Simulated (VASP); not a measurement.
# PtS2 (P-3m1) in VASP: a series of runs

PtS2 is run at these levels: LDA, r2SCAN, PBE, PBEsol; tasks: single point.

Everything below comes from runs of VASP 6.6.1. Logs are shortened: lines on timing, memory, paths and dates and some standing lists are left out, and cuts for length are marked.

## Step 1: The cell of the first run

Symmetry: P-3m1, No. 164, trigonal system. Conventional cell: a = 3.613 Å, b = 3.613 Å, c = 5.138 Å, α = 90.00°, β = 90.00°, γ = 120.00°. Within 3.2 Å of Pt (site symmetry -3m) lie 6 S at 2.39 Å. Within 3.2 Å of S (site symmetry 3m) lie 3 Pt at 2.39 Å and 3 S at 3.13 Å.

## Step 2: Single point, LDA

File INCAR:

```
SYSTEM = PtS2
PREC     = Accurate       ! precision mode
ENCUT    = 520            ! plane-wave cutoff, eV
EDIFF    = 1E-6           ! SCF threshold, eV
ISMEAR   = -1             ! smearing method
SIGMA    = 0.05           ! smearing width, eV
LREAL    = .False.        ! projectors in reciprocal space
LASPH    = .True.         ! aspherical terms in the spheres
NELM     = 60             ! most SCF steps
ALGO     = Normal         ! electronic algorithm
ISIF     = 2              ! what is computed and relaxed
LWAVE    = .False.        ! write WAVECAR
LCHARG   = .False.        ! write CHGCAR
NBANDS   = 18             ! bands
```

File KPOINTS:

```
regular mesh
0
Gamma
  9 9 5
  0 0 0
```

File POSCAR:

```
PtS2
1.0
    3.6126921524      0.0000000000      0.0000000000
   -1.8063460762      3.1286831800      0.0000000000
    0.0000000000      0.0000000000      5.1376250896
Pt S
1 2
Direct
    0.0000000000      0.0000000000      0.0000000000
    0.6666666667      0.3333333333      0.7730000000
    0.3333333333      0.6666666667      0.2270000000
```

Potentials or basis: VASP PAW LDA potentials, release 64 (Pt, S).

On the command line:

```sh
cat potpaw_LDA.64/Pt/POTCAR potpaw_LDA.64/S/POTCAR > POTCAR
mpirun -np 1 vasp_std > vasp.out
```

OUTCAR:

```text
SYSTEM = PtS2
   PREC = Accurate
   ENCUT = 520
   EDIFF = 1E-6
   ISMEAR = -1
   LREAL = .False.
   LASPH = .True.
   NELM = 60
   ISIF = 2

 ion  position               nearest neighbor table
   1  0.000  0.000  0.000-   2 2.39   3 2.39   3 2.39   2 2.39   2 2.39   3 2.39
   2  0.667  0.333  0.773-   1 2.39   1 2.39   1 2.39
   3  0.333  0.667  0.227-   1 2.39   1 2.39   1 2.39

  LATTYP: Found a hexagonal cell.
 ALAT       =     3.6126921524
 C/A-ratio  =     1.4221043125

  Lattice vectors:

 A1 = (   3.6126921524,   0.0000000000,   0.0000000000)
 A2 = (  -1.8063460762,   3.1286831800,   0.0000000000)
 A3 = (   0.0000000000,   0.0000000000,   5.1376250896)

Analysis of symmetry for initial positions (statically):
=====================================================================
 Subroutine PRICEL returns:
 Original cell was already a primitive cell.

 Routine SETGRP: Setting up the symmetry group for a
 hexagonal supercell.

 Subroutine GETGRP returns: Found 12 space group operations
 (whereof 12 operations were pure point group operations)
 out of a pool of 24 trial point group operations.

The static configuration has the point symmetry D_3d.

Analysis of symmetry for dynamics (positions and initial velocities):
=====================================================================
 Subroutine PRICEL returns:
 Original cell was already a primitive cell.

 Routine SETGRP: Setting up the symmetry group for a
 hexagonal supercell.

 Subroutine GETGRP returns: Found 12 space group operations
 (whereof 12 operations were pure point group operations)
 out of a pool of 24 trial point group operations.

The dynamic configuration has the point symmetry D_3d.

 Subroutine INISYM returns: Found 12 space group operations
 (whereof 12 operations are pure point group operations),
 and found     1 'primitive' translations

----------------------------------------------------------------------------------------

                                     Primitive cell

  volume of cell :      58.0704

  direct lattice vectors                    reciprocal lattice vectors
     3.612692152  0.000000000  0.000000000     0.276801886  0.159811643  0.000000000
    -1.806346076  3.128683180  0.000000000     0.000000000  0.319623286  0.000000000
     0.000000000  0.000000000  5.137625090     0.000000000  0.000000000  0.194642463

  length of vectors
     3.612692152  3.612692152  5.137625090     0.319623286  0.319623286  0.194642463

  position of ions in fractional coordinates (direct lattice)
     0.000000000  0.000000000  0.000000000
     0.666666667  0.333333333  0.773000000
     0.333333333  0.666666667  0.227000000

  ion indices of the primitive-cell ions
   primitive index   ion index
                 1           1
                 2           2
                 3           3

----------------------------------------------------------------------------------------

 KPOINTS: regular mesh

Automatic generation of k-mesh.
 Grid dimensions read from file:
 generate k-points for:    9    9    5

 Generating k-lattice:

  Cartesian coordinates                     Fractional coordinates (reciprocal lattice)
     0.030755765  0.017756849  0.000000000     0.111111111 -0.000000000  0.000000000
     0.000000000  0.035513698  0.000000000     0.000000000  0.111111111  0.000000000
     0.000000000  0.000000000  0.038928493     0.000000000  0.000000000  0.200000000

  Length of vectors
     0.035513698  0.035513698  0.038928493

  Shift w.r.t. Gamma in fractional coordinates (k-lattice)
     0.000000000  0.000000000  0.000000000

 Subroutine IBZKPT returns following result:
 ===========================================

 Found     50 irreducible k-points:

 Following reciprocal coordinates:
            Coordinates               Weight
  0.000000  0.000000  0.000000      1.000000
  0.111111 -0.000000  0.000000      6.000000
  0.222222 -0.000000  0.000000      6.000000
  0.333333  0.000000  0.000000      6.000000
  0.444444 -0.000000  0.000000      6.000000
  0.111111  0.111111  0.000000      6.000000
[... 16 lines left out ...]
  0.222222  0.111111  0.200000     12.000000
 -0.111111  0.333333  0.200000     12.000000
 [... further k-points ...]
   k-points           NKPTS =     50   k-points in BZ     NKDIM =     50   number of bands    NBANDS=     18
   number of dos      NEDOS =    301   number of ions     NIONS =      3
   total plane-waves  NPLWV =  31360
   dimension x,y,z NGX =    28 NGY =   28 NGZ =   40
   dimension x,y,z NGXF=    56 NGYF=   56 NGZF=   80
   ions per type =               1   2
   NGX,Y,Z   is equivalent  to a cutoff of  12.88, 12.88, 12.94 a.u.
   NGXF,Y,Z  is equivalent  to a cutoff of  25.77, 25.77, 25.89 a.u.
 SYSTEM =  PtS2
   PREC   = accura    normal or accurate (medium, high low for compatibility)
   ISTART =      0    job   : 0-new  1-cont  2-samecut
   ICHARG =      2    charge: 1-file 2-atom 10-const
   ISPIN  =      1    spin polarized calculation?
   LNONCOLLINEAR =      F non collinear calculations
   LSORBIT =      F    spin-orbit coupling
   LASPH  =      T    aspherical Exc in radial PAW
   ENCUT  =  520.0 eV  38.22 Ry    6.18 a.u.   6.72  6.72  9.55*2*pi/ulx,y,z
   NELM   =     60;   NELMIN=  2; NELMDL= -5     # of ELM steps
   EDIFF  = 0.1E-05   stopping-criterion for ELM
   LREAL  =      F    real-space projection
   EDIFFG = 0.1E-04   stopping-criterion for IOM
   NSW    =      0    number of steps for IOM
   IBRION =     -1    ionic relax: 0-MD 1-quasi-New 2-CG
   NFREE  =      0    steps in history (QN), initial steepest desc. (CG)
   ISIF   =      2    stress and relaxation
   ISYM   =      2    0-nonsym 1-usesym 2-fastsym
   POTIM  = 0.5000    time-step for ionic-motion
   TEBEG  =    0.0;   TEEND  =   0.0 temperature during run
   PSTRESS=    0.0 pullay stress
   NELECT =      22.0000    total number of electrons
   NUPDOWN=      -1.0000    fix difference up-down
   EMIN   =  10.00;   EMAX   =-10.00  energy-range for DOS
   EFERMI =   0.00;   METHOD = LEGACY
   ISMEAR =    -1;   SIGMA  =   0.05  broadening in eV -4-tet -1-fermi 0-gaus
   EFERMI_NEDOS =   21; number of points for ismear=-14 and -15
   IALGO  =     38    algorithm
   IMIX   =      4    mixing-type and parameters
     AMIX     =   0.40;   BMIX     =  1.00
     AMIX_MAG =   1.60;   BMIX_MAG =  1.00
  volume/ion in A,a.u.               =      19.36       130.63
  Fermi-wavevector in a.u.,A,eV,Ry     =   1.184579  2.238530 19.092072  1.403228
  Thomas-Fermi vector in A             =   2.320790
   LORBIT       =      0    0 simple, 1 ext, 2 COOP (PROOUT), +10 PAW based schemes
   GGA     = CA    functional components
   LHFCALC =     F    Hartree Fock is set to
   AEXX    =    0.0000 exact exchange contribution
   IVDW    =     0    specifies the selected vdW correction
   LEPSILON=     F    determine dielectric tensor
   LRPA    =     F    only Hartree local field effects (RPA)
 non-spin polarized calculation
  energy-cutoff  :      520.00
  volume of cell :       58.07
 maximum number of plane-waves:      1585
 NGX is ok and might be reduce to    28
   NGX = 13   NGY = 13   NGZ = 19

 number of electron      21.9999998 magnetization

 Free energy of the ion-electron system (eV)
  ---------------------------------------------------
  ext. energy  EPLUGINS =         0.00000000
  ---------------------------------------------------
  free energy    TOTEN  =       -18.10705560 eV

  energy without entropy =      -18.10703506  energy(sigma->0) =      -18.10704533

 E-fermi :   6.1950     XC(G=0): -10.6277

 val. band max:        5.7925940249   @ k =   0.0000   0.2222   0.2000
 cond. band min:       6.6410217417   @ k =  -0.1111   0.3333   0.4000
 fundamental gap:      0.8484277168
 Fermi energy:         6.1950367916

 k-point     1 :       0.0000    0.0000    0.0000
  band No.  band energies     occupation
      1      -9.2017      2.00000
      2      -6.2683      2.00000
      3      -0.7922      2.00000
      4      -0.7922      2.00000
      5      -0.6859      2.00000
      6       2.1112      2.00000
[... 10 lines left out ...]
     17      13.6454      0.00000
     18      17.3221      0.00000

 k-point     2 :       0.1111   -0.0000    0.0000
  band No.  band energies     occupation
      1      -9.0493      2.00000
      2      -6.3551      2.00000
      3      -0.6900      2.00000
      4      -0.6733      2.00000
      5      -0.5271      2.00000
      6       1.8760      2.00000
[... 10 lines left out ...]
     17      14.1316      0.00000
     18      16.4823      0.00000

 k-point     3 :       0.2222   -0.0000    0.0000
  band No.  band energies     occupation
      1      -8.6226      2.00000
      2      -6.5676      2.00000
      3      -0.4280      2.00000
      4      -0.4168      2.00000
      5      -0.0447      2.00000
      6       1.1188      2.00000
[... 10 lines left out ...]
     17      14.9896      0.00000
     18      14.9948      0.00000

 k-point     4 :       0.3333    0.0000    0.0000
  band No.  band energies     occupation
      1      -8.0268      2.00000
      2      -6.8148      2.00000
      3      -0.5633      2.00000
      4      -0.1529      2.00000
      5       0.5446      2.00000
      6       0.7351      2.00000
[... 375 lines left out ...]
      4      -0.5125      2.00000
      5       0.1958      2.00000
      6       1.5269      2.00000
[... 10 lines left out ...]
     17      14.8580      0.00000
     18      15.0094      0.00000

 k-point    23 :       0.2222    0.1111    0.2000
  band No.  band energies     occupation
      1      -8.1621      2.00000
      2      -6.8427      2.00000
      3      -0.3871      2.00000
      4      -0.2663      2.00000
      5       0.2993      2.00000
      6       1.1268      2.00000
[... 10 lines left out ...]
     17      14.8298      0.00000
     18      15.2092      0.00000

 k-point    24 :      -0.1111    0.3333    0.2000
  band No.  band energies     occupation
      1      -8.1848      2.00000
      2      -6.7959      2.00000
      3      -0.5580      2.00000
      4      -0.3155      2.00000
      5       0.4114      2.00000
      6       0.9372      2.00000
[... 10 lines left out ...]
     17      14.1389      0.00000
     18      16.1253      0.00000

 [... further k-points ...]
[... 5 lines left out ...]
  --------------------------------------------------------------------------------------
  -------------------------------------------------------------------------------------
  Total       -2.1671329     -2.1671329     -0.8920158      0.0000000      0.0000000      0.0000000
  in kB      -59.7917388    -59.7917388    -24.6109376      0.0000000      0.0000000      0.0000000
  external PRESSURE =     -48.0648051 kB  Pullay stress =       0.0000000 kB

 VOLUME and BASIS-vectors are now :
 -----------------------------------------------------------------------------
  energy-cutoff  :      520.00
  volume of cell :       58.07
      direct lattice vectors                 reciprocal lattice vectors
     3.612692152  0.000000000  0.000000000     0.276801886  0.159811643  0.000000000
    -1.806346076  3.128683180  0.000000000     0.000000000  0.319623286  0.000000000
     0.000000000  0.000000000  5.137625090     0.000000000  0.000000000  0.194642463

 POSITION                                       TOTAL-FORCE (eV/Angst)
 -----------------------------------------------------------------------------------
      0.00000      0.00000      0.00000         0.000000      0.000000      0.000000
      1.80635      1.04289      3.97138        -0.000000     -0.000000      0.004984
     -0.00000      2.08579      1.16624         0.000000      0.000000     -0.004984
 -----------------------------------------------------------------------------------
    total drift:                                0.000000     -0.000000      0.000000

  FREE ENERGIE OF THE ION-ELECTRON SYSTEM (eV)
  ---------------------------------------------------
  free  energy   TOTEN  =       -18.1070555951 eV

  energy  without entropy=      -18.1070350620  energy(sigma->0) =      -18.10704533
```

It took 16 s on 1 thread of Intel Xeon 6975P-C (Granite Rapids), shared host; peak memory 0.18 GiB.

What came out:

| Quantity | Value |
| --- | --- |
| Free energy | -18.1071 eV |
| Pressure | -4.8 GPa |
| Largest force | 0.005 eV/Å |
| Band gap on the k mesh | 0.85 eV, indirect (least direct gap 0.90 eV) |

Forces on the atoms (eV/Å):
```
Pt   0.000  0.000  0.000
S    0.000  0.000  0.005
S    0.000  0.000 -0.005
```

Stress tensor (GPa, compression positive):
```
-5.98  0.00  0.00
 0.00 -5.98  0.00
 0.00  0.00 -2.46
```

Caveat: spin-orbit coupling is left out, which moves the levels of the heavy elements.

## Step 3: Single point, r2SCAN

This run uses another cell than the first one, of 18.26 Å³/atom, 0.943 times its volume.

File POSCAR:

```
PtS2
1.0
    3.5432000000      0.0000000000      0.0000000000
   -1.7716000000      3.0685012107      0.0000000000
    0.0000000000      0.0000000000      5.0388000000
Pt S
1 2
Direct
    0.0000000000      0.0000000000      0.0000000000
    0.6666666667      0.3333333333      0.7730000000
    0.3333333333      0.6666666667      0.2270000000
```

File INCAR.step1:

```
SYSTEM = PtS2
PREC = Accurate
ENCUT = 520
ISMEAR = -1
SIGMA = 0.05
LREAL = .FALSE.
LASPH = .TRUE.
NELM = 100
NBANDS = 18
GGA = PE
ALGO = Normal
EDIFF = 1E-4
LWAVE = .TRUE.
LCHARG = .FALSE.
```

File INCAR.step2:

```
SYSTEM = PtS2
PREC = Accurate
ENCUT = 520
EDIFF = 1E-6
ISMEAR = -1
SIGMA = 0.05
LREAL = .FALSE.
LASPH = .TRUE.
NELM = 100
ALGO = Normal
ISIF = 2
LWAVE = .FALSE.
LCHARG = .FALSE.
METAGGA = R2SCAN
LMIXTAU = .TRUE.
NBANDS = 18
ISTART = 1
```

File KPOINTS:

```
Automatic mesh
0
G
  9 9 5
  0 0 0
```

Potentials or basis: VASP PAW PBE potentials, release 64 (Pt, S).

On the command line:

```sh
cat potpaw_PBE.64/Pt/POTCAR potpaw_PBE.64/S/POTCAR > POTCAR
cp INCAR.step1 INCAR
mpirun -np 1 vasp_std > vasp.out
cp INCAR.step2 INCAR
mpirun -np 1 vasp_std > vasp.out
```

Run time: 67 s. Hardware: 1 thread of Intel Xeon 6975P-C (Granite Rapids), shared host; peak memory 0.21 GiB.

It converged, with:

```yaml
Free_energy: -68.7405 eV
Pressure: 9.2 GPa
Largest_force: 1.210 eV/Å
Band_gap_on_the_k_mesh: 1.19 eV, indirect (least direct gap 1.25 eV)
```

Forces in eV/Å, atoms in the order of the input:
```
Pt   0.000  0.000  0.000
S    0.000  0.000 -1.210
S    0.000  0.000  1.210
```

Stress tensor (GPa, compression positive):
```
9.16 0.00 0.00
0.00 9.16 0.00
0.00 0.00 9.35
```

Levels at points of the mesh, in eV from the valence-band top:
| k point | band 7 | band 8 | band 9 | band 10 | band 11 | band 12 | band 13 | band 14 | band 15 | band 16 |
| --- | --- | --- | --- | --- | --- | --- | --- | --- | --- | --- |
| (0.00, 0.00, 0.00) | -4.16 | -1.88 | -1.18 | -1.18 | -0.09 | 2.64 | 2.64 | 5.24 | 6.39 | 8.41 |

Caveat: the PAW data sets were made with another functional, which shifts forces and pressure a little; spin-orbit coupling is left out, which moves the levels of the heavy elements. A k mesh can miss the band edges.

## Step 4: Single point, LDA

This run uses another cell than the first one, of 18.26 Å³/atom, 0.943 times its volume.

File INCAR:

```
SYSTEM = PtS2
PREC = Accurate
ENCUT = 520
EDIFF = 1E-7
ISMEAR = -1
SIGMA = 0.05
LREAL = .FALSE.
LASPH = .TRUE.
NELM = 60
ALGO = Normal
ISIF = 2
LWAVE = .FALSE.
LCHARG = .TRUE.
LELF = .TRUE.
LVHAR = .TRUE.
NBANDS = 18
```

File KPOINTS:

```
regular mesh
0
G
  9 9 5
  0 0 0
```

POSCAR is that of step 3.

Potentials or basis: VASP PAW LDA potentials, release 64 (Pt, S).

On the command line:

```sh
cat potpaw_LDA.64/Pt/POTCAR potpaw_LDA.64/S/POTCAR > POTCAR
mpirun -np 1 vasp_std > vasp.out
```

It took 19 s on 1 thread of Intel Xeon 6975P-C (Granite Rapids), shared host; peak memory 0.17 GiB.

It converged, with:

```yaml
Free_energy: -18.1236 eV
Pressure: 3.5 GPa
Largest_force: 0.805 eV/Å
Band_gap_on_the_k_mesh: 0.91 eV, indirect (least direct gap 0.96 eV)
```

Forces on the atoms (eV/Å):
```
Pt   0.000  0.000  0.000
S    0.000  0.000 -0.805
S    0.000  0.000  0.805
```

Stress tensor (GPa, compression positive):
```
3.63 0.00 0.00
0.00 3.63 0.00
0.00 0.00 3.29
```

Levels at points of the mesh, in eV from the valence-band top:
```csv
k point,band 9,band 10,band 11,band 12,band 13,band 14
"(0.00, 0.00, 0.00)",-1.15,-1.15,-0.15,2.41,2.41,4.62
```

Caveat: spin-orbit coupling is left out, which moves the levels of the heavy elements.

## Step 5: Single point, PBE

This run uses another cell than the first one, of 18.26 Å³/atom, 0.943 times its volume.

File INCAR:

```
  PREC = Accurate
  ENCUT = 520
  EDIFF = 1E-7
  ISMEAR = 0
  SIGMA = 0.017
  LREAL = F
  LASPH = T
  NELM = 80
  ALGO = Normal
  ISIF = 2
  LWAVE = F
  LCHARG = T
  GGA = PE
  LELF = T
  LVHAR = T
  NBANDS = 18
```

File KPOINTS:

```
Automatic mesh
0
Gamma
  9 9 5
```

POSCAR is that of step 4.

Potentials or basis: VASP PAW PBE potentials, release 64 (Pt, S).

On the command line:

```sh
cat potpaw_PBE.64/Pt/POTCAR potpaw_PBE.64/S/POTCAR > POTCAR
mpirun -np 1 vasp_std > vasp.out
```

Run time: 50 s. Hardware: 1 thread of Intel Xeon Platinum 8259CL at 2.50GHz (Skylake/Cascade Lake), shared host; peak memory 0.21 GiB.

Results (log left out):

```yaml
Free_energy: -15.2714 eV
Pressure: 11.1 GPa
Largest_force: 1.213 eV/Å
Band_gap_on_the_k_mesh: 1.03 eV, indirect (least direct gap 1.08 eV)
```

Forces in eV/Å, atoms in the order of the input:
```
Pt   0.000  0.000  0.000
S    0.000  0.000 -1.213
S    0.000  0.000  1.213
```

Stress tensor (GPa, compression positive):
```
11.57  0.00  0.00
 0.00 11.57  0.00
 0.00  0.00 10.09
```

Levels at points of the mesh, in eV from the valence-band top:
| k point | band 8 | band 9 | band 10 | band 11 | band 12 | band 13 | band 14 | band 15 |
| --- | --- | --- | --- | --- | --- | --- | --- | --- |
| (0.00, 0.00, 0.00) | -1.79 | -1.14 | -1.14 | -0.12 | 2.46 | 2.46 | 4.80 | 5.78 |

Caveat: spin-orbit coupling is left out, which moves the levels of the heavy elements; forces of over 1 eV/Å act on the atoms, so gaps and moduli don't describe the material at rest. A k mesh can miss the band edges.

(Part 1 of 2 ends here.)
